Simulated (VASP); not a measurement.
# BiTe (R-3m) in VASP: further runs

BiTe is run at these levels: PBEsol+D3(BJ), PBEsol+D4; tasks: single point, relaxation of cell and atoms.

All numbers are computed with VASP 6.6.1; they aren't measurements. Logs are shortened: lines on timing, memory, paths and dates and some standing lists are left out, and cuts for length are marked.

**1. The cell of the first run**

The structure is trigonal, space group R-3m (No. 166). Conventional cell: a = 4.807 Å, b = 4.807 Å, c = 9.033 Å, α = 90.00°, β = 90.00°, γ = 120.00°. Within 4.2 Å of Bi (site symmetry -3m) lie 6 Te at 3.16 Å and 6 Bi at 4.09 Å. Te (site symmetry -3m) has 6 Bi at 3.16 Å and 6 Te at 4.09 Å within 4.2 Å.

**2. Single point, PBEsol+D3(BJ)**

Contents of INCAR:

```
SYSTEM = BiTe
  PREC = Accurate
  ENCUT = 520
  EDIFF = 1E-6
  ISMEAR = -1
  SIGMA = 0.05
  LREAL = .False.
  LASPH = .True.
  NELM = 60
  ALGO = Normal
  ISIF = 2
  LWAVE = .False.
  LCHARG = .True.
  GGA = PS
  IVDW = 12
  LELF = .True.
  LVHAR = .True.
  NBANDS = 18
```

Contents of KPOINTS:

```
regular mesh
0
Gamma
  7 7 7
  0 0 0
```

Contents of POSCAR:

```
BiTe
1.0
    2.4033329973      1.3875649530      3.0111084421
   -2.4033329973      1.3875649530      3.0111084421
    0.0000000000     -2.7751299059      3.0111084421
Bi Te
1 1
Direct
    0.5000000000      0.5000000000      0.5000000000
    0.0000000000      0.0000000000      0.0000000000
```

Potentials or basis: VASP PAW PBE potentials, release 64 (Bi_d, Te).

Run with:

```console
> cat potpaw_PBE.64/Bi_d/POTCAR potpaw_PBE.64/Te/POTCAR > POTCAR
> mpirun -np 1 vasp_std > vasp.out
```

OUTCAR:

```text
SYSTEM = BiTe
   PREC = Accurate
   ENCUT = 520
   EDIFF = 1E-6
   ISMEAR = -1
   LREAL = .False.
   LASPH = .True.
   NELM = 60
   ISIF = 2
   GGA = PS
   IVDW = 12
 IVDW          = 12

 ion  position               nearest neighbor table
   1  0.500  0.500  0.500-   2 3.16   2 3.16   2 3.16   2 3.16   2 3.16   2 3.16
   2  0.000  0.000  0.000-   1 3.16   1 3.16   1 3.16   1 3.16   1 3.16   1 3.16

  LATTYP: Found a trigonal (rhomboedric) cell.
 ALAT       =     4.0948895034
 COS(alpha) =     0.3110725018

  Lattice vectors:

 A1 = (   2.4033329973,   1.3875649530,   3.0111084421)
 A2 = (  -2.4033329973,   1.3875649530,   3.0111084421)
 A3 = (   0.0000000000,  -2.7751299059,   3.0111084421)

Analysis of symmetry for initial positions (statically):
=====================================================================
 Subroutine PRICEL returns:
 Original cell was already a primitive cell.

 Routine SETGRP: Setting up the symmetry group for a
 trigonal (rhombohedral) supercell.

 Subroutine GETGRP returns: Found 12 space group operations
 (whereof 12 operations were pure point group operations)
 out of a pool of 12 trial point group operations.

The static configuration has the point symmetry D_3d.

Analysis of symmetry for dynamics (positions and initial velocities):
=====================================================================
 Subroutine PRICEL returns:
 Original cell was already a primitive cell.

 Routine SETGRP: Setting up the symmetry group for a
 trigonal (rhombohedral) supercell.

 Subroutine GETGRP returns: Found 12 space group operations
 (whereof 12 operations were pure point group operations)
 out of a pool of 12 trial point group operations.

The dynamic configuration has the point symmetry D_3d.

 Subroutine INISYM returns: Found 12 space group operations
 (whereof 12 operations are pure point group operations),
 and found     1 'primitive' translations

----------------------------------------------------------------------------------------

                                     Primitive cell

  volume of cell :      60.2483

  direct lattice vectors                    reciprocal lattice vectors
     2.403332997  1.387564953  3.011108442     0.208044412  0.120114497  0.110701205
    -2.403332997  1.387564953  3.011108442    -0.208044412  0.120114497  0.110701205
     0.000000000 -2.775129906  3.011108442     0.000000000 -0.240228994  0.110701205

  length of vectors
     4.094889503  4.094889503  4.094889503     0.264508462  0.264508462  0.264508462

  position of ions in fractional coordinates (direct lattice)
     0.500000000  0.500000000  0.500000000
     0.000000000  0.000000000  0.000000000

  ion indices of the primitive-cell ions
   primitive index   ion index
                 1           1
                 2           2

----------------------------------------------------------------------------------------

 KPOINTS: regular mesh

Automatic generation of k-mesh.
 Grid dimensions read from file:
 generate k-points for:    7    7    7

 Generating k-lattice:

  Cartesian coordinates                     Fractional coordinates (reciprocal lattice)
     0.029720630  0.017159214  0.015814458     0.142857143  0.000000000  0.000000000
    -0.029720630  0.017159214  0.015814458     0.000000000  0.142857143  0.000000000
     0.000000000 -0.034318428  0.015814458     0.000000000  0.000000000  0.142857143

  Length of vectors
     0.037786923  0.037786923  0.037786923

  Shift w.r.t. Gamma in fractional coordinates (k-lattice)
     0.000000000  0.000000000  0.000000000

 Subroutine IBZKPT returns following result:
 ===========================================

 Found     44 irreducible k-points:

 Following reciprocal coordinates:
            Coordinates               Weight
  0.000000  0.000000  0.000000      1.000000
  0.142857 -0.000000 -0.000000      6.000000
  0.285714  0.000000  0.000000      6.000000
  0.428571  0.000000 -0.000000      6.000000
  0.142857  0.142857 -0.000000      6.000000
  0.285714  0.142857  0.000000     12.000000
[... 16 lines left out ...]
  0.285714  0.285714  0.142857      6.000000
  0.428571  0.285714  0.142857     12.000000
 [... further k-points ...]
   k-points           NKPTS =     44   k-points in BZ     NKDIM =     44   number of bands    NBANDS=     18
   number of dos      NEDOS =    301   number of ions     NIONS =      2
   total plane-waves  NPLWV =  27000
   dimension x,y,z NGX =    30 NGY =   30 NGZ =   30
   dimension x,y,z NGXF=    60 NGYF=   60 NGZF=   60
   ions per type =               1   1
   NGX,Y,Z   is equivalent  to a cutoff of  12.18, 12.18, 12.18 a.u.
   NGXF,Y,Z  is equivalent  to a cutoff of  24.36, 24.36, 24.36 a.u.
 SYSTEM =  BiTe
   PREC   = accura    normal or accurate (medium, high low for compatibility)
   ISTART =      0    job   : 0-new  1-cont  2-samecut
   ICHARG =      2    charge: 1-file 2-atom 10-const
   ISPIN  =      1    spin polarized calculation?
   LNONCOLLINEAR =      F non collinear calculations
   LSORBIT =      F    spin-orbit coupling
   LASPH  =      T    aspherical Exc in radial PAW
   ENCUT  =  520.0 eV  38.22 Ry    6.18 a.u.   7.61  7.61  7.61*2*pi/ulx,y,z
   NELM   =     60;   NELMIN=  2; NELMDL= -5     # of ELM steps
   EDIFF  = 0.1E-05   stopping-criterion for ELM
   LREAL  =      F    real-space projection
[... 7 lines left out ...]
   TEBEG  =    0.0;   TEEND  =   0.0 temperature during run
   PSTRESS=    0.0 pullay stress
   NELECT =      21.0000    total number of electrons
   NUPDOWN=      -1.0000    fix difference up-down
   EMIN   =  10.00;   EMAX   =-10.00  energy-range for DOS
   EFERMI =   0.00;   METHOD = LEGACY
   ISMEAR =    -1;   SIGMA  =   0.05  broadening in eV -4-tet -1-fermi 0-gaus
   EFERMI_NEDOS =   21; number of points for ismear=-14 and -15
   IALGO  =     38    algorithm
   IMIX   =      4    mixing-type and parameters
     AMIX     =   0.40;   BMIX     =  1.00
     AMIX_MAG =   1.60;   BMIX_MAG =  1.00
  volume/ion in A,a.u.               =      30.12       203.29
  Fermi-wavevector in a.u.,A,eV,Ry     =   1.152125  2.177201 18.060267  1.327392
  Thomas-Fermi vector in A             =   2.288778
   LORBIT       =      0    0 simple, 1 ext, 2 COOP (PROOUT), +10 PAW based schemes
   GGA     = PS    functional components
   LHFCALC =     F    Hartree Fock is set to
   AEXX    =    0.0000 exact exchange contribution
   IVDW    =    12    specifies the selected vdW correction
   LEPSILON=     F    determine dielectric tensor
   LRPA    =     F    only Hartree local field effects (RPA)
 non-spin polarized calculation
  energy-cutoff  :      520.00
  volume of cell :       60.25
 maximum number of plane-waves:      1637
   NGX = 15   NGY = 15   NGZ = 15

 number of electron      21.0000012 magnetization

 Free energy of the ion-electron system (eV)
  ---------------------------------------------------
  ext. energy  EPLUGINS =         0.00000000
  ---------------------------------------------------
  free energy    TOTEN  =        -7.97052660 eV

  energy without entropy =       -7.96051419  energy(sigma->0) =       -7.96552039

 E-fermi :   7.8242     XC(G=0): -10.1633

 val. band max:        7.7990094700   @ k =  -0.4286   0.2857   0.2857
 cond. band min:       7.8386479414   @ k =  -0.4286   0.1429   0.1429
 fundamental gap:      0.0396384714
 Fermi energy:         7.8242350567

 k-point     1 :       0.0000    0.0000    0.0000
  band No.  band energies     occupation
      1     -15.3129      2.00000
      2     -15.3129      2.00000
      3     -15.3014      2.00000
      4     -15.3014      2.00000
      5     -15.2716      2.00000
      6      -6.3226      2.00000
[... 10 lines left out ...]
     17      15.2612      0.00000
     18      15.2612      0.00000

 k-point     2 :       0.1429   -0.0000   -0.0000
  band No.  band energies     occupation
      1     -15.3123      2.00000
      2     -15.3117      2.00000
      3     -15.3036      2.00000
      4     -15.2989      2.00000
      5     -15.2715      2.00000
      6      -6.1272      2.00000
[... 10 lines left out ...]
     17      15.7701      0.00000
     18      16.1430      0.00000

 k-point     3 :       0.2857    0.0000    0.0000
  band No.  band energies     occupation
      1     -15.3121      2.00000
      2     -15.3116      2.00000
      3     -15.3076      2.00000
      4     -15.2919      2.00000
      5     -15.2700      2.00000
      6      -5.5482      2.00000
[... 10 lines left out ...]
     17      16.7610      0.00000
     18      17.7032      0.00000

 k-point     4 :       0.4286    0.0000   -0.0000
  band No.  band energies     occupation
      1     -15.3149      2.00000
      2     -15.3124      2.00000
      3     -15.3079      2.00000
      4     -15.2875      2.00000
      5     -15.2667      2.00000
      6      -4.6166      2.00000
[... 10 lines left out ...]
     17      15.7683      0.00000
     18      18.7350      0.00000

 k-point     5 :       0.1429    0.1429   -0.0000
  band No.  band energies     occupation
      1     -15.3136      2.00000
      2     -15.3104      2.00000
      3     -15.3034      2.00000
      4     -15.2967      2.00000
      5     -15.2720      2.00000
      6      -6.0352      2.00000
[... 10 lines left out ...]
     17      15.3928      0.00000
     18      15.5855      0.00000

 k-point     6 :       0.2857    0.1429    0.0000
  band No.  band energies     occupation
      1     -15.3161      2.00000
      2     -15.3100      2.00000
      3     -15.3050      2.00000
      4     -15.2895      2.00000
      5     -15.2711      2.00000
      6      -5.5661      2.00000
[... 10 lines left out ...]
     17      15.9085      0.00000
     18      17.1654      0.00000

 k-point     7 :       0.4286    0.1429   -0.0000
  band No.  band energies     occupation
      1     -15.3182      2.00000
      2     -15.3115      2.00000
      3     -15.3053      2.00000
      4     -15.2854      2.00000
      5     -15.2676      2.00000
      6      -4.7542      2.00000
[... 10 lines left out ...]
     17      17.5919      0.00000
     18      18.1470      0.00000

 k-point     8 :      -0.4286    0.1429    0.0000
  band No.  band energies     occupation
      1     -15.3169      2.00000
      2     -15.3126      2.00000
      3     -15.3051      2.00000
      4     -15.2859      2.00000
      5     -15.2674      2.00000
      6      -4.1707      2.00000
[... 10 lines left out ...]
     17      16.5103      0.00000
     18      18.9113      0.00000
[... 229 lines left out ...]
     17      17.5922      0.00000
     18      18.4768      0.00000

 k-point    20 :      -0.4286    0.1429    0.1429
  band No.  band energies     occupation
      1     -15.3158      2.00000
      2     -15.3155      2.00000
      3     -15.3007      2.00000
      4     -15.2852      2.00000
      5     -15.2689      2.00000
      6      -3.9884      2.00000
[... 10 lines left out ...]
     17      16.8561      0.00000
     18      18.1137      0.00000

 k-point    21 :      -0.2857    0.1429    0.1429
  band No.  band energies     occupation
      1     -15.3155      2.00000
      2     -15.3114      2.00000
      3     -15.3004      2.00000
      4     -15.2912      2.00000
      5     -15.2709      2.00000
      6      -4.8861      2.00000
[... 10 lines left out ...]
     17      15.9341      0.00000
     18      17.6073      0.00000

 k-point    22 :      -0.1429    0.1429    0.1429
  band No.  band energies     occupation
      1     -15.3144      2.00000
      2     -15.3091      2.00000
      3     -15.3005      2.00000
      4     -15.2986      2.00000
      5     -15.2713      2.00000
      6      -5.6456      2.00000
[... 10 lines left out ...]
     17      16.1939      0.00000
     18      16.2888      0.00000

 k-point    23 :       0.2857    0.2857    0.1429
  band No.  band energies     occupation
      1     -15.3199      2.00000
      2     -15.3133      2.00000
      3     -15.2962      2.00000
      4     -15.2822      2.00000
      5     -15.2746      2.00000
      6      -5.4057      2.00000
[... 10 lines left out ...]
     17      17.9077      0.00000
     18      18.0278      0.00000

 k-point    24 :       0.4286    0.2857    0.1429
  band No.  band energies     occupation
      1     -15.3233      2.00000
      2     -15.3138      2.00000
      3     -15.2962      2.00000
      4     -15.2783      2.00000
      5     -15.2711      2.00000
      6      -4.8155      2.00000
[... 10 lines left out ...]
     17      17.2729      0.00000
     18      19.2999      0.00000

 [... further k-points ...]

------------------------ aborting loop because EDIFF is reached ----------------------------------------

 Edisp (eV)   -0.99927

 E8    (eV) :    -0.6973

  FORCE on cell =-STRESS in cart. coord.  units (eV):
  Direction    XX          YY          ZZ          XY          YZ          ZX
  --------------------------------------------------------------------------------------
  -------------------------------------------------------------------------------------
  Total       0.01280     0.01280     0.00428     0.00000     0.00000    -0.00000
  in kB       0.34034     0.34034     0.11380     0.00000     0.00000    -0.00000
  external pressure =        0.26 kB  Pullay stress =        0.00 kB

 VOLUME and BASIS-vectors are now :
 -----------------------------------------------------------------------------
  energy-cutoff  :      520.00
  volume of cell :       60.25
      direct lattice vectors                 reciprocal lattice vectors
     2.403332997  1.387564953  3.011108442     0.208044412  0.120114497  0.110701205
    -2.403332997  1.387564953  3.011108442    -0.208044412  0.120114497  0.110701205
     0.000000000 -2.775129906  3.011108442     0.000000000 -0.240228994  0.110701205

 POSITION                                       TOTAL-FORCE (eV/Angst)
 -----------------------------------------------------------------------------------
      0.00000      0.00000      4.51666         0.000000      0.000000     -0.000000
      0.00000      0.00000      0.00000        -0.000000     -0.000000      0.000000
 -----------------------------------------------------------------------------------
    total drift:                               -0.000000      0.000000      0.000000

  FREE ENERGIE OF THE ION-ELECTRON SYSTEM (eV)
  ---------------------------------------------------
  free  energy   TOTEN  =        -8.9697970448 eV

  energy  without entropy=       -8.9597846365  energy(sigma->0) =       -8.96479084
```

Wall time 46 s (1 thread of Intel Xeon 8259CL, shared host); peak memory 0.21 GiB.

What came out:

* Free energy: -8.9698 eV
* Pressure: 0.0 GPa
* Band gap on the k mesh: zero (an odd number of electrons rules out a gap without spin polarisation)
* Dispersion energy per atom: -0.500 eV

Caveat: the PAW data sets were made with another functional, which shifts forces and pressure a little; spin-orbit coupling is left out, which moves the levels of the heavy elements.

**3. Single point, PBEsol+D4**

This run uses another cell than the first one, of 30.86 Å³/atom.

Changes to INCAR since step 2:

```diff
@@ -12,7 +12,5 @@
   LWAVE = .False.
-  LCHARG = .True.
+  LCHARG = .False.
   GGA = PS
-  IVDW = 12
-  LELF = .True.
-  LVHAR = .True.
+  IVDW = 13
   NBANDS = 18
```

KPOINTS is that of step 2.

Contents of POSCAR:

```
BiTe
1.0
    2.4066603445      1.3894859978      3.0765088592
   -2.4066603445      1.3894859978      3.0765088592
    0.0000000000     -2.7789719955      3.0765088592
Bi Te
1 1
Direct
    0.5000000000      0.5000000000      0.5000000000
    0.0000000000      0.0000000000      0.0000000000
```

Potentials or basis: VASP PAW PBE potentials, release 64 (Bi_d, Te).

Run with:

```console
> cat potpaw_PBE.64/Bi_d/POTCAR potpaw_PBE.64/Te/POTCAR > POTCAR
> mpirun -np 1 vasp_std > vasp.out
```

Wall time 36 s (1 thread of Intel Xeon 8259CL, shared host); peak memory 0.2 GiB.

The run converged. Its results:

```yaml
Free_energy: -8.6091 eV
Pressure: 0.0 GPa
Band_gap_on_the_k_mesh: zero (an odd number of electrons rules out a gap without spin polarisation)
Dispersion_energy_per_atom: -0.310 eV
```

Levels at points of the mesh, in eV from the Fermi level:
| k point | band 7 | band 8 | band 9 | band 10 | band 11 | band 12 | band 13 | band 14 |
| --- | --- | --- | --- | --- | --- | --- | --- | --- |
| (0.00, 0.00, 0.00) | -8.04 | -3.18 | -3.18 | -1.41 | 2.12 | 3.02 | 3.02 | 3.72 |

Caveat: the PAW data sets were made with another functional, which shifts forces and pressure a little; spin-orbit coupling is left out, which moves the levels of the heavy elements.

(Part 1 of 2 ends here.)
